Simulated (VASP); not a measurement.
# C (Fmmm) in VASP: further runs

The runs below take C through single point, with PBE+D3(BJ).

Program: VASP 6.6.1. These are calculated values, not measurements. Logs are shortened: lines on timing, memory, paths and dates and some standing lists are left out, and cuts for length are marked.

## Step 1: The cell of the first run

It takes space group Fmmm (No. 69, orthorhombic). The conventional cell has a = 2.530 Å, b = 4.379 Å, c = 6.972 Å, α = 90.00°, β = 90.00°, γ = 90.00°. Within 1.8 Å of C (site symmetry m2m) lie 3 C at 1.36 to 1.69 Å.

## Step 2: Single point, PBE+D3(BJ) (atoms shifted along a free coordinate)

INCAR

```
SYSTEM = C
ALGO     = Normal         ! electronic algorithm
EDIFF    = 1E-7           ! SCF threshold, eV
ENCUT    = 520            ! plane-wave cutoff, eV
GGA      = PE             ! functional
ISIF     = 2              ! what is computed and relaxed
ISMEAR   = 0              ! smearing method
IVDW     = 12             ! dispersion correction
LASPH    = .True.         ! aspherical terms in the spheres
LCHARG   = .False.        ! write CHGCAR
LREAL    = .False.        ! projectors in reciprocal space
LWAVE    = .False.        ! write WAVECAR
NBANDS   = 11             ! bands
NELM     = 60             ! most SCF steps
PREC     = Accurate       ! precision mode
SIGMA    = 0.03           ! smearing width, eV
```

KPOINTS

```
k-points
0
Gamma
  16 16 16
  0 0 0
```

POSCAR

```
C
1.0
    0.0000000000      2.1895892675      3.4862287771
    1.2648346047      0.0000000000      3.4862287771
    1.2648346047      2.1895892675      0.0000000000
C
2
Direct
    0.1930543001      0.8069456999      0.1930543001
    0.8069456999      0.1930543001      0.8069456999
```

Potentials or basis: VASP PAW PBE potentials, release 64 (C).

Started as:

```
> cat potpaw_PBE.64/C/POTCAR > POTCAR
> mpirun -np 1 vasp_std > vasp.out
```

OUTCAR:

```text
SYSTEM = C
   EDIFF = 1E-7
   ENCUT = 520
   GGA = PE
   ISIF = 2
   ISMEAR = 0
   IVDW = 12
   LASPH = .True.
   LREAL = .False.
   NELM = 60
   PREC = Accurate
 IVDW          = 12

 ion  position               nearest neighbor table
   1  0.193  0.807  0.193-   2 1.36   2 1.36   2 1.69
   2  0.807  0.193  0.807-   1 1.36   1 1.36   1 1.69

  LATTYP: Found a face centered orthorhombic cell.
 ALAT       =     2.5296692094
 B/A-ratio  =     1.7311269468
 C/A-ratio  =     2.7562724519

  Lattice vectors:

 A1 = (   0.0000000000,   2.1895892675,   3.4862287771)
 A2 = (   1.2648346047,   0.0000000000,   3.4862287771)
 A3 = (   1.2648346047,   2.1895892675,   0.0000000000)

Analysis of symmetry for initial positions (statically):
=====================================================================
 Subroutine PRICEL returns:
 Original cell was already a primitive cell.

 Routine SETGRP: Setting up the symmetry group for a
 face centered orthorhombic supercell.

 Subroutine GETGRP returns: Found  8 space group operations
 (whereof  8 operations were pure point group operations)
 out of a pool of  8 trial point group operations.

The static configuration has the point symmetry D_2h.

Analysis of symmetry for dynamics (positions and initial velocities):
=====================================================================
 Subroutine PRICEL returns:
 Original cell was already a primitive cell.

 Routine SETGRP: Setting up the symmetry group for a
 face centered orthorhombic supercell.

 Subroutine GETGRP returns: Found  8 space group operations
 (whereof  8 operations were pure point group operations)
 out of a pool of  8 trial point group operations.

The dynamic configuration has the point symmetry D_2h.

 Subroutine INISYM returns: Found  8 space group operations
 (whereof  8 operations are pure point group operations),
 and found     1 'primitive' translations

----------------------------------------------------------------------------------------

                                     Primitive cell

  volume of cell :      19.3100

  direct lattice vectors                    reciprocal lattice vectors
     0.000000000  2.189589268  3.486228777    -0.395308603  0.228353330  0.143421454
     1.264834605  0.000000000  3.486228777     0.395308603 -0.228353330  0.143421454
     1.264834605  2.189589268  0.000000000     0.395308603  0.228353330 -0.143421454

  length of vectors
     4.116806073  3.708584321  2.528657299     0.478522568  0.478522568  0.478522568

  position of ions in fractional coordinates (direct lattice)
     0.193054300  0.806945700  0.193054300
     0.806945700  0.193054300  0.806945700

  ion indices of the primitive-cell ions
   primitive index   ion index
                 1           1
                 2           2

----------------------------------------------------------------------------------------

 KPOINTS: k-points

Automatic generation of k-mesh.
 Grid dimensions read from file:
 generate k-points for:   16   16   16

 Generating k-lattice:

  Cartesian coordinates                     Fractional coordinates (reciprocal lattice)
    -0.024706788  0.014272083  0.008963841     0.062500000  0.000000000  0.000000000
     0.024706788 -0.014272083  0.008963841     0.000000000  0.062500000  0.000000000
     0.024706788  0.014272083 -0.008963841     0.000000000  0.000000000  0.062500000

  Length of vectors
     0.029907660  0.029907660  0.029907660

  Shift w.r.t. Gamma in fractional coordinates (k-lattice)
     0.000000000  0.000000000  0.000000000

 Subroutine IBZKPT returns following result:
 ===========================================

 Found    621 irreducible k-points:

 Following reciprocal coordinates:
            Coordinates               Weight
  0.000000  0.000000  0.000000      1.000000
  0.062500 -0.000000  0.000000      8.000000
  0.125000 -0.000000  0.000000      8.000000
  0.187500  0.000000 -0.000000      8.000000
  0.250000 -0.000000  0.000000      8.000000
  0.312500 -0.000000  0.000000      8.000000
[... 16 lines left out ...]
 -0.125000  0.062500  0.000000      8.000000
 -0.062500  0.062500  0.000000      4.000000
 [... further k-points ...]
   k-points           NKPTS =    621   k-points in BZ     NKDIM =    621   number of bands    NBANDS=     11
   number of dos      NEDOS =    301   number of ions     NIONS =      2
   total plane-waves  NPLWV =  17920
   dimension x,y,z NGX =    32 NGY =   28 NGZ =   20
   dimension x,y,z NGXF=    64 NGYF=   56 NGZF=   40
   ions per type =               2
   NGX,Y,Z   is equivalent  to a cutoff of  12.92, 12.55, 13.15 a.u.
   NGXF,Y,Z  is equivalent  to a cutoff of  25.84, 25.10, 26.30 a.u.
 SYSTEM =  C
   PREC   = accura    normal or accurate (medium, high low for compatibility)
   ISTART =      0    job   : 0-new  1-cont  2-samecut
   ICHARG =      2    charge: 1-file 2-atom 10-const
   ISPIN  =      1    spin polarized calculation?
   LNONCOLLINEAR =      F non collinear calculations
   LSORBIT =      F    spin-orbit coupling
   LASPH  =      T    aspherical Exc in radial PAW
   ENCUT  =  520.0 eV  38.22 Ry    6.18 a.u.   7.65  6.90  4.70*2*pi/ulx,y,z
   NELM   =     60;   NELMIN=  2; NELMDL= -5     # of ELM steps
   EDIFF  = 0.1E-06   stopping-criterion for ELM
   LREAL  =      F    real-space projection
   EDIFFG = 0.1E-05   stopping-criterion for IOM
   NSW    =      0    number of steps for IOM
   IBRION =     -1    ionic relax: 0-MD 1-quasi-New 2-CG
   NFREE  =      0    steps in history (QN), initial steepest desc. (CG)
   ISIF   =      2    stress and relaxation
   ISYM   =      2    0-nonsym 1-usesym 2-fastsym
   POTIM  = 0.5000    time-step for ionic-motion
   TEBEG  =    0.0;   TEEND  =   0.0 temperature during run
   PSTRESS=    0.0 pullay stress
   NELECT =       8.0000    total number of electrons
   NUPDOWN=      -1.0000    fix difference up-down
   EMIN   =  10.00;   EMAX   =-10.00  energy-range for DOS
   EFERMI =   0.00;   METHOD = LEGACY
   ISMEAR =     0;   SIGMA  =   0.03  broadening in eV -4-tet -1-fermi 0-gaus
   EFERMI_NEDOS =   21; number of points for ismear=-14 and -15
   IALGO  =     38    algorithm
   IMIX   =      4    mixing-type and parameters
     AMIX     =   0.40;   BMIX     =  1.00
     AMIX_MAG =   1.60;   BMIX_MAG =  1.00
  volume/ion in A,a.u.               =       9.65        65.16
  Fermi-wavevector in a.u.,A,eV,Ry     =   1.220424  2.306267 20.264990  1.489435
  Thomas-Fermi vector in A             =   2.355642
   LORBIT       =      0    0 simple, 1 ext, 2 COOP (PROOUT), +10 PAW based schemes
   GGA     = PE    functional components
   LHFCALC =     F    Hartree Fock is set to
   AEXX    =    0.0000 exact exchange contribution
   IVDW    =    12    specifies the selected vdW correction
   LEPSILON=     F    determine dielectric tensor
   LRPA    =     F    only Hartree local field effects (RPA)
 non-spin polarized calculation
 Gauss-broadening in eV      SIGMA  =   0.03
  energy-cutoff  :      520.00
  volume of cell :       19.31
 maximum number of plane-waves:       531
   NGX = 15   NGY = 13   NGZ =  9

 number of electron       8.0000000 magnetization

 Free energy of the ion-electron system (eV)
  ---------------------------------------------------
  ext. energy  EPLUGINS =         0.00000000
  ---------------------------------------------------
  free energy    TOTEN  =       -17.39390305 eV

  energy without entropy =      -17.39370593  energy(sigma->0) =      -17.39380449

 E-fermi :   4.0279     XC(G=0):  -9.8840

 val. band max:        4.0235440006   @ k =   0.5000   0.4375  -0.0000
 cond. band min:       4.0416347225   @ k =  -0.3125   0.0000   0.3125
 fundamental gap:      0.0180907219
 Fermi energy:         4.0278797016

 k-point     1 :       0.0000    0.0000    0.0000
  band No.  band energies     occupation
      1     -15.2145      2.00000
      2      -2.4789      2.00000
      3      -2.1804      2.00000
      4       4.4218      0.00000
      5       7.6530      0.00000
      6       8.2303      0.00000
      7      14.6188      0.00000
      8      15.0044      0.00000
      9      16.1803      0.00000
     10      24.8328      0.00000
     11      27.5355      0.00000

 k-point     2 :       0.0625   -0.0000    0.0000
  band No.  band energies     occupation
      1     -15.1266      2.00000
      2      -2.3947      2.00000
      3      -2.3845      2.00000
      4       3.9827      1.96679
      5       7.9277      0.00000
      6       8.4172      0.00000
      7      14.2488      0.00000
      8      15.1856      0.00000
      9      16.3314      0.00000
     10      25.1777      0.00000
     11      27.2522      0.00000

 k-point     3 :       0.1250   -0.0000    0.0000
  band No.  band energies     occupation
      1     -14.8639      2.00000
      2      -2.9605      2.00000
      3      -2.1411      2.00000
      4       3.0108      2.00000
      5       8.4494      0.00000
      6       8.9361      0.00000
      7      13.2383      0.00000
      8      15.6123      0.00000
      9      16.9192      0.00000
     10      26.0112      0.00000
     11      26.1616      0.00000
[... 267 lines left out ...]
 k-point    23 :      -0.1250    0.0625    0.0000
  band No.  band energies     occupation
      1     -14.4446      2.00000
      2      -3.8249      2.00000
      3      -1.5762      2.00000
      4       1.9102      2.00000
      5       8.8893      0.00000
      6       9.3969      0.00000
      7      11.7629      0.00000
      8      16.2942      0.00000
      9      17.9960      0.00000
     10      24.4406      0.00000
     11      27.2582      0.00000

 k-point    24 :      -0.0625    0.0625    0.0000
  band No.  band energies     occupation
      1     -14.8719      2.00000
      2      -2.9592      2.00000
      3      -2.0675      2.00000
      4       3.0091      2.00000
      5       8.3904      0.00000
      6       8.8311      0.00000
      7      13.2261      0.00000
      8      15.6211      0.00000
      9      16.9262      0.00000
     10      26.0967      0.00000
     11      26.1297      0.00000

 [... further k-points ...]

------------------------ aborting loop because EDIFF is reached ----------------------------------------

 Edisp (eV)   -0.29504

 E8    (eV) :    -0.0832

  FORCE on cell =-STRESS in cart. coord.  units (eV):
  Direction    XX          YY          ZZ          XY          YZ          ZX
  --------------------------------------------------------------------------------------
  -------------------------------------------------------------------------------------
  Total       0.14214    -1.72413    -0.08890    -0.00000     0.00000     0.00000
  in kB      11.79382  -143.05323    -7.37585    -0.00000     0.00000     0.00000
  external pressure =      -46.21 kB  Pullay stress =        0.00 kB

 VOLUME and BASIS-vectors are now :
 -----------------------------------------------------------------------------
  energy-cutoff  :      520.00
  volume of cell :       19.31
      direct lattice vectors                 reciprocal lattice vectors
     0.000000000  2.189589268  3.486228777    -0.395308603  0.228353330  0.143421454
     1.264834605  0.000000000  3.486228777     0.395308603 -0.228353330  0.143421454
     1.264834605  2.189589268  0.000000000     0.395308603  0.228353330 -0.143421454

 POSITION                                       TOTAL-FORCE (eV/Angst)
 -----------------------------------------------------------------------------------
      1.26483      0.84542      3.48623         0.000000     -6.978795      0.000000
      1.26483      3.53376      3.48623         0.000000      6.978795      0.000000
 -----------------------------------------------------------------------------------
    total drift:                                0.000000      0.000000      0.000000

  FREE ENERGIE OF THE ION-ELECTRON SYSTEM (eV)
  ---------------------------------------------------
  free  energy   TOTEN  =       -17.6889381363 eV

  energy  without entropy=      -17.6887410210  energy(sigma->0) =      -17.68883958
```

Run time: 46 s. Hardware: 1 thread of Intel Xeon 6975P-C (Granite Rapids), shared host; peak memory 0.23 GiB.

What came out:

```yaml
Free_energy: -17.6889 eV
Pressure: -4.6 GPa
Largest_force: 6.979 eV/Å
Band_gap_on_the_k_mesh: zero (bands 4 and 5 overlap by 0.71 eV)
Dispersion_energy_per_atom: -0.148 eV
```

Forces on the atoms (eV/Å):
```
C    0.000 -6.979  0.000
C    0.000  6.979  0.000
```

Stress tensor (GPa, compression positive):
```
  1.18   0.00   0.00
  0.00 -14.31   0.00
  0.00   0.00  -0.74
```

Levels at points of the mesh, in eV from the Fermi level:
```csv
k point,band 1,band 2,band 3,band 4,band 5,band 6,band 7,band 8,band 9
"(0.00, 0.00, 0.00)",-19.24,-6.51,-6.21,0.39,3.63,4.20,10.59,10.98,12.15
"(0.50, 0.00, 0.00)",-14.13,-13.82,-5.06,-1.79,0.37,5.21,12.16,12.62,18.61
"(0.50, 0.50, 0.00)",-19.02,-8.13,-6.23,0.44,3.67,9.61,10.75,10.79,12.01
"(0.50, 0.00, 0.50)",-14.98,-11.35,-8.06,-3.15,4.83,6.09,10.54,11.65,15.50
"(0.00, 0.50, 0.50)",-14.82,-11.19,-8.10,-4.19,3.18,5.79,12.21,15.40,16.00
```

Caveat: the cell differs from its parent crystal (atoms shifted along a free coordinate); the stress differs along the axes, from -14 to 1 GPa; forces of over 1 eV/Å act on the atoms, so gaps and moduli don't describe the material at rest.

## Step 3: Single point, PBE+D3(BJ) (atoms shifted along a free coordinate)

INCAR

```
SYSTEM = C
  ALGO = Normal
  EDIFF = 1E-7
  ENCUT = 520
  GGA = PE
  ISIF = 2
  ISMEAR = 0
  IVDW = 12
  LASPH = .TRUE.
  LCHARG = .FALSE.
  LREAL = .FALSE.
  LWAVE = .FALSE.
  NBANDS = 11
  NELM = 100
  PREC = Accurate
  SIGMA = 0.03
```

KPOINTS

```
k-points
0
G
  16 16 16
  0 0 0
```

POSCAR

```
C
1.0
    0.0000000000      2.1895892675      3.4862287771
    1.2648346047      0.0000000000      3.4862287771
    1.2648346047      2.1895892675      0.0000000000
C
2
Direct
    0.1579107009      0.8420892991      0.1579107009
    0.8420892991      0.1579107009      0.8420892991
```

Potentials or basis: VASP PAW PBE potentials, release 64 (C).

Started as:

```
> cat potpaw_PBE.64/C/POTCAR > POTCAR
> mpirun -np 1 vasp_std > vasp.out
```

OUTCAR:

```text
SYSTEM = C
   EDIFF = 1E-7
   ENCUT = 520
   GGA = PE
   ISIF = 2
   ISMEAR = 0
   IVDW = 12
   LASPH = .TRUE.
   LREAL = .FALSE.
   NELM = 100
   PREC = Accurate
 IVDW          = 12

 ion  position               nearest neighbor table
   1  0.158  0.842  0.158-   2 1.38   2 1.50   2 1.50
   2  0.842  0.158  0.842-   1 1.38   1 1.50   1 1.50

  LATTYP: Found a face centered orthorhombic cell.
 ALAT       =     2.5296692094
 B/A-ratio  =     1.7311269468
 C/A-ratio  =     2.7562724519

  Lattice vectors:

 A1 = (   0.0000000000,   2.1895892675,   3.4862287771)
 A2 = (   1.2648346047,   0.0000000000,   3.4862287771)
 A3 = (   1.2648346047,   2.1895892675,   0.0000000000)

Analysis of symmetry for initial positions (statically):
=====================================================================
 Subroutine PRICEL returns:
 Original cell was already a primitive cell.

 Routine SETGRP: Setting up the symmetry group for a
 face centered orthorhombic supercell.

 Subroutine GETGRP returns: Found  8 space group operations
 (whereof  8 operations were pure point group operations)
 out of a pool of  8 trial point group operations.

The static configuration has the point symmetry D_2h.
[... 173 lines left out ...]
      4       1.9780      2.00000
      5       8.1869      0.00000
      6      10.3806      0.00000
      7      13.0295      0.00000
      8      14.4601      0.00000
      9      14.9351      0.00000
     10      25.5564      0.00000
     11      27.6607      0.00000
[... 309 lines left out ...]
 k-point    24 :      -0.0625    0.0625    0.0000
  band No.  band energies     occupation
      1     -14.7691      2.00000
      2      -1.9500      2.00000
      3      -0.9474      2.00000
      4       0.7192      2.00000
      5       8.6138      0.00000
      6      10.7652      0.00000
      7      13.3461      0.00000
      8      14.3455      0.00000
      9      15.5307      0.00000
     10      25.2300      0.00000
     11      26.6462      0.00000

 [... further k-points ...]

------------------------ aborting loop because EDIFF is reached ----------------------------------------

 Edisp (eV)   -0.29249

 E8    (eV) :    -0.0825

  FORCE on cell =-STRESS in cart. coord.  units (eV):
  Direction    XX          YY          ZZ          XY          YZ          ZX
  --------------------------------------------------------------------------------------
  -------------------------------------------------------------------------------------
  Total      -3.44177    -2.42947    -0.07383     0.00000     0.00000     0.00000
  in kB    -285.56827  -201.57655    -6.12593     0.00000     0.00000     0.00000
  external pressure =     -164.42 kB  Pullay stress =        0.00 kB

 VOLUME and BASIS-vectors are now :
 -----------------------------------------------------------------------------
  energy-cutoff  :      520.00
  volume of cell :       19.31
      direct lattice vectors                 reciprocal lattice vectors
     0.000000000  2.189589268  3.486228777    -0.395308603  0.228353330  0.143421454
     1.264834605  0.000000000  3.486228777     0.395308603 -0.228353330  0.143421454
     1.264834605  2.189589268  0.000000000     0.395308603  0.228353330 -0.143421454

 POSITION                                       TOTAL-FORCE (eV/Angst)
 -----------------------------------------------------------------------------------
      1.26483      0.69152      3.48623         0.000000      3.672131      0.000000
      1.26483      3.68766      3.48623         0.000000     -3.672131      0.000000
 -----------------------------------------------------------------------------------
    total drift:                                0.000000      0.000000      0.000000

  FREE ENERGIE OF THE ION-ELECTRON SYSTEM (eV)
  ---------------------------------------------------
  free  energy   TOTEN  =       -18.5084094171 eV

  energy  without entropy=      -18.5083834913  energy(sigma->0) =      -18.50839645
```

Wall time 45 s (1 thread of Intel Xeon 6975P-C (Granite Rapids), shared host); peak memory 0.24 GiB.

Results:

* Free energy: -18.5084 eV
* Pressure: -16.4 GPa
* Largest force: 3.672 eV/Å
* Band gap on the k mesh: zero (bands 4 and 5 overlap by 0.14 eV)
* Dispersion energy per atom: -0.146 eV

Forces on the atoms (eV/Å):
```
C    0.000  3.672  0.000
C    0.000 -3.672  0.000
```

Caveat: the cell differs from its parent crystal (atoms shifted along a free coordinate); the stress differs along the axes, from -29 to -1 GPa; forces of over 1 eV/Å act on the atoms, so gaps and moduli don't describe the material at rest.

(Continued in part 2 of 2.)

The gap in the log of VASP goes by the Fermi energy; the results here count the filled bands.